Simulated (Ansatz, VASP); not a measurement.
Na: VASP beside Ansatz

```
Na
1.0
     0.00000    2.52382    2.52382
     2.52382    0.00000    2.52382
     2.52382    2.52382    0.00000
Na
1
Direct
  0.00000 0.00000 0.00000
```

Alike in both runs: task single point; functional LDA; k mesh 12 × 12 × 12; occupations fermi-dirac, width 0.1 eV; no spin polarisation.

```csv
,VASP,Ansatz
version,VASP 6.6.1,Ansatz 0.2.0
potentials or method,"VASP PAW LDA potentials, release 64 (Na_pv), cutoff 520 eV","plane waves (420 eV) with PAW, scalar-relativistic"
valence electrons in the cell,7,9
```

VASP gave:

| Quantity | Value |
| --- | --- |
| pressure (GPa) | 0.3 |

Which values does Ansatz return?

Pressure (GPa): 0.4.

Ansatz warns that its potentials were made for another functional, while VASP's fit it. LDA's correlation is that of Perdew and Zunger in VASP and of Perdew and Wang (1992) in Ansatz. VASP's potentials hold 7 valence electrons a cell and Ansatz's 9, so a difference there can come from the potentials and not from the codes.
